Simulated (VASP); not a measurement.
# Ag: single point with PBE

Crystal: Ag.

```
Ag
1.0
     0.00000    2.04275    2.04275
     2.04275    0.00000    2.04275
     2.04275    2.04275    0.00000
Ag
1
Direct
  0.00000 0.00000 0.00000
```

```yaml
Program: VASP 6.6.1
Task: single point
Functional: PBE
Potentials_or_basis: VASP PAW PBE potentials, release 64 (Ag)
Cutoff: 520 eV
k_mesh: 7 × 7 × 7
Occupations: fermi-dirac, width 0.02 eV
Spin: no spin polarisation
Dipole_correction: no
Further_INCAR_settings: ALGO = Normal; EDIFF = 1e-07; NBANDS = 12
```

* Pressure: 4.2 GPa

Levels at points of the mesh, in eV from the Fermi level:
```
           k point  band 4  band 5  band 6  band 7  band 8  band 9
(0.00, 0.00, 0.00)   -5.22   -4.18   -4.18   15.62   19.19   19.19
```

It took 3.2 s on 1 thread of Intel Xeon 6975P-C, with other jobs on the host, peak memory 0.14 GiB.

Caveat: the k points lie up to 0.38 Å⁻¹ apart.
